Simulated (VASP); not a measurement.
# KI2 (P4/mmm) in VASP: a series of runs

Runs on KI2. Level: PBE. Tasks: single point.

Everything below comes from runs of VASP 6.6.1. Logs are shortened: lines on timing, memory, paths and dates and some standing lists are left out, and cuts for length are marked.

## Step 1: The cell of the first run

It takes space group P4/mmm (No. 123, tetragonal). The conventional cell has a = 3.892 Å, b = 3.892 Å, c = 7.436 Å, α = 90.00°, β = 90.00°, γ = 90.00°. Within 4.5 Å of K (site symmetry 4/mmm) lie 8 I at 3.41 Å and 4 K at 3.89 Å. I (site symmetry 4mm) has 4 K at 3.41 Å and 6 I at 3.42 to 4.02 Å within 4.5 Å.

## Step 2: Single point, PBE

Contents of INCAR:

```
SYSTEM = KI2
PREC = Accurate
ENCUT = 520
EDIFF = 1E-7
ISMEAR = 0
SIGMA = 0.1
LREAL = .FALSE.
LASPH = .TRUE.
NELM = 100
ALGO = Normal
ISIF = 2
LWAVE = .FALSE.
LCHARG = .TRUE.
GGA = PE
LELF = .TRUE.
LVHAR = .TRUE.
NBANDS = 18
```

Contents of KPOINTS:

```
Automatic mesh
0
G
  4 4 4
  0 0 0
```

Contents of POSCAR:

```
KI2
1.0
    3.8919338400      0.0000000000      0.0000000000
    0.0000000000      3.8919338400      0.0000000000
    0.0000000000      0.0000000000      7.4358553600
K I
1 2
Direct
    0.0000000000      0.0000000000      0.0000000000
    0.5000000000      0.5000000000      0.2700000100
    0.5000000000      0.5000000000      0.7299999900
```

Potentials or basis: VASP PAW PBE potentials, release 64 (K_sv, I).

The run is started by

```console
$ cat potpaw_PBE.64/K_sv/POTCAR potpaw_PBE.64/I/POTCAR > POTCAR
$ mpirun -np 1 vasp_std > vasp.out
```

OUTCAR:

```text
SYSTEM = KI2
   PREC = Accurate
   ENCUT = 520
   EDIFF = 1E-7
   ISMEAR = 0
   LREAL = .FALSE.
   LASPH = .TRUE.
   NELM = 100
   ISIF = 2
   GGA = PE

 ion  position               nearest neighbor table
   1  0.000  0.000  0.000-   2 3.41   3 3.41   2 3.41   3 3.41   2 3.41   3 3.41   2 3.41   3 3.41

   2  0.500  0.500  0.270-   1 3.41   1 3.41   1 3.41   1 3.41   3 3.42
   3  0.500  0.500  0.730-   1 3.41   1 3.41   1 3.41   1 3.41   2 3.42

  LATTYP: Found a simple tetragonal cell.
 ALAT       =     3.8919338400
 C/A-ratio  =     1.9105811316

  Lattice vectors:

 A1 = (   3.8919338400,   0.0000000000,   0.0000000000)
 A2 = (   0.0000000000,   3.8919338400,   0.0000000000)
 A3 = (   0.0000000000,   0.0000000000,   7.4358553600)

Analysis of symmetry for initial positions (statically):
=====================================================================
 Subroutine PRICEL returns:
 Original cell was already a primitive cell.

 Routine SETGRP: Setting up the symmetry group for a
 simple tetragonal supercell.

 Subroutine GETGRP returns: Found 16 space group operations
 (whereof 16 operations were pure point group operations)
 out of a pool of 16 trial point group operations.

The static configuration has the point symmetry D_4h.

Analysis of symmetry for dynamics (positions and initial velocities):
=====================================================================
 Subroutine PRICEL returns:
 Original cell was already a primitive cell.

 Routine SETGRP: Setting up the symmetry group for a
 simple tetragonal supercell.

 Subroutine GETGRP returns: Found 16 space group operations
 (whereof 16 operations were pure point group operations)
 out of a pool of 16 trial point group operations.

The dynamic configuration has the point symmetry D_4h.

 Subroutine INISYM returns: Found 16 space group operations
 (whereof 16 operations are pure point group operations),
 and found     1 'primitive' translations

----------------------------------------------------------------------------------------

                                     Primitive cell

  volume of cell :     112.6320

  direct lattice vectors                    reciprocal lattice vectors
     3.891933840  0.000000000  0.000000000     0.256941675  0.000000000  0.000000000
     0.000000000  3.891933840  0.000000000     0.000000000  0.256941675  0.000000000
     0.000000000  0.000000000  7.435855360     0.000000000  0.000000000  0.134483520

  length of vectors
[... 76 lines left out ...]
   NELM   =    100;   NELMIN=  2; NELMDL= -5     # of ELM steps
   EDIFF  = 0.1E-06   stopping-criterion for ELM
   LREAL  =      F    real-space projection
   EDIFFG = 0.1E-05   stopping-criterion for IOM
   NSW    =      0    number of steps for IOM
   IBRION =     -1    ionic relax: 0-MD 1-quasi-New 2-CG
   NFREE  =      0    steps in history (QN), initial steepest desc. (CG)
   ISIF   =      2    stress and relaxation
   ISYM   =      2    0-nonsym 1-usesym 2-fastsym
   POTIM  = 0.5000    time-step for ionic-motion
   TEBEG  =    0.0;   TEEND  =   0.0 temperature during run
   PSTRESS=    0.0 pullay stress
   NELECT =      23.0000    total number of electrons
   NUPDOWN=      -1.0000    fix difference up-down
   EMIN   =  10.00;   EMAX   =-10.00  energy-range for DOS
   EFERMI =   0.00;   METHOD = LEGACY
   ISMEAR =     0;   SIGMA  =   0.10  broadening in eV -4-tet -1-fermi 0-gaus
   EFERMI_NEDOS =   21; number of points for ismear=-14 and -15
   IALGO  =     38    algorithm
   IMIX   =      4    mixing-type and parameters
     AMIX     =   0.40;   BMIX     =  1.00
     AMIX_MAG =   1.60;   BMIX_MAG =  1.00
  volume/ion in A,a.u.               =      37.54       253.36
  Fermi-wavevector in a.u.,A,eV,Ry     =   0.964044  1.821779 12.644993  0.929381
  Thomas-Fermi vector in A             =   2.093641
   LORBIT       =      0    0 simple, 1 ext, 2 COOP (PROOUT), +10 PAW based schemes
   GGA     = PE    functional components
   LHFCALC =     F    Hartree Fock is set to
   AEXX    =    0.0000 exact exchange contribution
   IVDW    =     0    specifies the selected vdW correction
   LEPSILON=     F    determine dielectric tensor
   LRPA    =     F    only Hartree local field effects (RPA)
 non-spin polarized calculation
 Gauss-broadening in eV      SIGMA  =   0.10
  energy-cutoff  :      520.00
  volume of cell :      112.63
 maximum number of plane-waves:      3072
 NGX is ok and might be reduce to    30
   NGX = 15   NGY = 15   NGZ = 27

 number of electron      22.9999997 magnetization

 Free energy of the ion-electron system (eV)
  ---------------------------------------------------
  ext. energy  EPLUGINS =         0.00000000
  ---------------------------------------------------
  free energy    TOTEN  =        -6.07808727 eV

  energy without entropy =       -6.05897982  energy(sigma->0) =       -6.06853354

 E-fermi :   2.0028     XC(G=0):  -8.0868

 val. band max:        2.0018954042   @ k =   0.5000   0.0000   0.5000
 cond. band min:       2.0117712464   @ k =   0.2500   0.0000   0.2500
 fundamental gap:      0.0098758423
 Fermi energy:         2.0027727089

 k-point     1 :       0.0000    0.0000    0.0000
  band No.  band energies     occupation
      1     -27.1766      2.00000
      2     -10.9715      2.00000
      3     -10.6325      2.00000
      4     -10.6325      2.00000
      5     -10.2204      2.00000
      6      -9.3044      2.00000
[... 355 lines left out ...]
      5      -9.3807      2.00000
      6      -9.1451      2.00000
[... 10 lines left out ...]
     17       9.4364      0.00000
     18       9.4364      0.00000

------------------------ aborting loop because EDIFF is reached ----------------------------------------

  FORCE on cell =-STRESS in cart. coord.  units (eV):
  Direction    XX          YY          ZZ          XY          YZ          ZX
  --------------------------------------------------------------------------------------
  -------------------------------------------------------------------------------------
  Total        3.1536828      3.1536828      0.9649743      0.0000000      0.0000000     -0.0000000
  in kB       44.8607740     44.8607740     13.7266478      0.0000000      0.0000000     -0.0000000
  external PRESSURE =      34.4827319 kB  Pullay stress =       0.0000000 kB

 VOLUME and BASIS-vectors are now :
 -----------------------------------------------------------------------------
  energy-cutoff  :      520.00
  volume of cell :      112.63
      direct lattice vectors                 reciprocal lattice vectors
     3.891933840  0.000000000  0.000000000     0.256941675  0.000000000  0.000000000
     0.000000000  3.891933840  0.000000000     0.000000000  0.256941675  0.000000000
     0.000000000  0.000000000  7.435855360     0.000000000  0.000000000  0.134483520

 POSITION                                       TOTAL-FORCE (eV/Angst)
 -----------------------------------------------------------------------------------
      0.00000      0.00000      0.00000        -0.000000     -0.000000      0.000000
      1.94597      1.94597      2.00768        -0.000000     -0.000000      0.120376
      1.94597      1.94597      5.42817         0.000000      0.000000     -0.120376
 -----------------------------------------------------------------------------------
    total drift:                                0.000000      0.000000     -0.000000

  FREE ENERGIE OF THE ION-ELECTRON SYSTEM (eV)
  ---------------------------------------------------
  free  energy   TOTEN  =        -6.0780872659 eV

  energy  without entropy=       -6.0589798176  energy(sigma->0) =       -6.06853354
```

Run time: 32 s. Hardware: 1 thread of Intel Xeon Platinum 8375C at 2.90GHz (Ice Lake), shared host; peak memory 0.22 GiB.

What came out:

| Quantity | Value |
| --- | --- |
| Free energy | -6.0781 eV |
| Pressure | 3.4 GPa |
| Largest force | 0.120 eV/Å |

Forces in eV/Å, atoms in the order of the input:
```
K    0.000  0.000  0.000
I    0.000  0.000  0.120
I    0.000  0.000 -0.120
```

Caveat: the k points lie up to 0.40 Å⁻¹ apart; spin-orbit coupling is left out, which moves the levels of the heavy elements; an odd number of electrons without spin polarisation forces a metal; a magnetic or distorted state may lie lower.

## Step 3: Single point, PBE (volume scaled by 0.88, then relaxed in part)

Contents of INCAR:

```
SYSTEM = KI2
PREC = Accurate
ENCUT = 520
EDIFF = 1E-6
ISMEAR = 0
SIGMA = 0.1
LREAL = .False.
LASPH = .True.
NELM = 80
ALGO = Normal
ISIF = 2
LWAVE = .False.
LCHARG = .False.
GGA = PE
NBANDS = 18
```

Contents of KPOINTS:

```
Automatic mesh
0
Gamma
  10 10 8
  0 0 0
```

Contents of POSCAR:

```
KI2
1.0
    4.4562753916      0.0000000000      0.0000000000
    0.0000000000      4.4562753916      0.0000000000
    0.0000000000      0.0000000000      6.4331142566
K I
1 2
Direct
    0.0000000000      0.0000000000      0.0000000000
    0.5000000000      0.5000000000      0.2540625428
    0.5000000000      0.5000000000      0.7459374572
```

Potentials or basis: VASP PAW PBE potentials, release 64 (K_sv, I).

The run is started by

```console
$ cat potpaw_PBE.64/K_sv/POTCAR potpaw_PBE.64/I/POTCAR > POTCAR
$ mpirun -np 1 vasp_std > vasp.out
```

Run time: 93 s. Hardware: 1 thread of Intel Xeon 6975P-C (Granite Rapids), shared host; peak memory 0.39 GiB.

Results (log left out):

* Free energy: -6.8937 eV
* Pressure: 1.7 GPa
* Largest force: 0.010 eV/Å

Forces in eV/Å, atoms in the order of the input:
```
K    0.000  0.000  0.000
I    0.000  0.000  0.010
I    0.000  0.000 -0.010
```

Levels at points of the mesh, in eV from the Fermi level:
| k point | band 9 | band 10 | band 11 | band 12 | band 13 | band 14 |
| --- | --- | --- | --- | --- | --- | --- |
| (0.00, 0.00, 0.00) | -2.20 | -1.09 | -1.09 | 1.27 | 2.86 | 3.62 |
| (0.50, 0.00, 0.00) | -2.22 | -2.02 | -0.90 | 1.31 | 3.53 | 4.72 |
| (0.50, 0.50, 0.00) | -3.21 | -2.04 | -2.04 | 1.43 | 3.46 | 4.83 |
| (0.00, 0.00, 0.50) | -1.76 | -1.76 | -1.65 | -1.65 | 3.80 | 3.84 |
| (0.50, 0.00, 0.50) | -2.32 | -2.08 | -1.72 | -1.57 | 4.87 | 5.18 |
| (0.50, 0.50, 0.50) | -2.62 | -2.62 | -2.18 | -2.06 | 4.49 | 4.53 |

Caveat: spin-orbit coupling is left out, which moves the levels of the heavy elements; an odd number of electrons without spin polarisation forces a metal; a magnetic or distorted state may lie lower.

## Step 4: Single point, PBE (volume scaled by 0.91, then relaxed in part)

Contents of INCAR:

```
SYSTEM = KI2
ALGO     = Normal         ! electronic algorithm
EDIFF    = 1E-7           ! SCF threshold, eV
ENCUT    = 520            ! plane-wave cutoff, eV
GGA      = PE             ! functional
ISIF     = 2              ! what is computed and relaxed
ISMEAR   = 0              ! smearing method
LASPH    = .TRUE.         ! aspherical terms in the spheres
LCHARG   = .FALSE.        ! write CHGCAR
LREAL    = .FALSE.        ! projectors in reciprocal space
LWAVE    = .FALSE.        ! write WAVECAR
NBANDS   = 18             ! bands
NELM     = 60             ! most SCF steps
PREC     = Accurate       ! precision mode
SIGMA    = 0.1            ! smearing width, eV
```

Contents of KPOINTS:

```
k-points
0
G
  10 10 8
  0 0 0
```

Contents of POSCAR:

```
KI2
1.0
    4.5223477558      0.0000000000      0.0000000000
    0.0000000000      4.5223477558      0.0000000000
    0.0000000000      0.0000000000      6.4594585829
K I
1 2
Direct
    0.0000000000      0.0000000000      0.0000000000
    0.5000000000      0.5000000000      0.2534684728
    0.5000000000      0.5000000000      0.7465315272
```

The run is started by

```console
$ cat potpaw_PBE.64/K_sv/POTCAR potpaw_PBE.64/I/POTCAR > POTCAR
$ mpirun -np 1 vasp_std > vasp.out
```

It took 90 s on 1 thread of Intel Xeon 6975P-C (Granite Rapids), shared host; peak memory 0.39 GiB.

Results (log left out):

| Quantity | Value |
| --- | --- |
| Free energy | -6.9321 eV |
| Pressure | 1.1 GPa |
| Largest force | 0.007 eV/Å |

Forces on the atoms (eV/Å):
```
K    0.000  0.000  0.000
I    0.000  0.000  0.007
I    0.000  0.000 -0.007
```

Levels at points of the mesh, in eV from the Fermi level:
```
           k point  band 7  band 8  band 9  band 10  band 11  band 12  band 13  band 14  band 15  band 16
(0.00, 0.00, 0.00)   -4.81   -2.20   -2.20    -1.10    -1.10     1.25     2.80     3.67     5.96     6.01
(0.50, 0.00, 0.00)   -4.58   -3.55   -2.22    -1.95    -0.93     1.29     3.60     4.65     5.72     6.04
(0.50, 0.50, 0.00)   -4.54   -3.15   -3.15    -1.97    -1.97     1.40     3.47     4.85     4.85     6.44
(0.00, 0.00, 0.50)   -2.36   -2.32   -1.75    -1.75    -1.68    -1.68     3.69     3.89     3.93     5.89
(0.50, 0.00, 0.50)   -2.99   -2.78   -2.26    -2.08    -1.74    -1.58     4.84     5.21     5.34     6.10
(0.50, 0.50, 0.50)   -2.71   -2.71   -2.57    -2.57    -2.13    -2.05     4.45     4.55     6.76     6.76
```

Caveat: spin-orbit coupling is left out, which moves the levels of the heavy elements; an odd number of electrons without spin polarisation forces a metal; a magnetic or distorted state may lie lower.

## Step 5: Overview

```tsv
cell	k mesh	gap on the mesh (eV)	pressure (GPa)	largest force (eV/Å)
a = 3.892, b = 3.892, c = 7.436 Å, 3 atoms	4 × 4 × 4	none	3.4	0.12
a = 4.456, b = 4.456, c = 6.433 Å, 3 atoms	10 × 10 × 8	none	1.7	0.01
a = 4.522, b = 4.522, c = 6.459 Å, 3 atoms	10 × 10 × 8	none	1.1	0.01
```

Alike in all rows: task single point; level PBE; potentials or basis VASP PAW PBE potentials, release 64 (K_sv, I); no spin polarisation; cutoff (eV) 520; smearing gaussian 0.1 eV.

Caveats: some runs use coarse meshes; spin-orbit coupling is left out, which moves the levels of the heavy elements; an odd number of electrons without spin polarisation forces a metal; a magnetic or distorted state may lie lower.

Absolute energies hang on the potentials; compare differences alone.
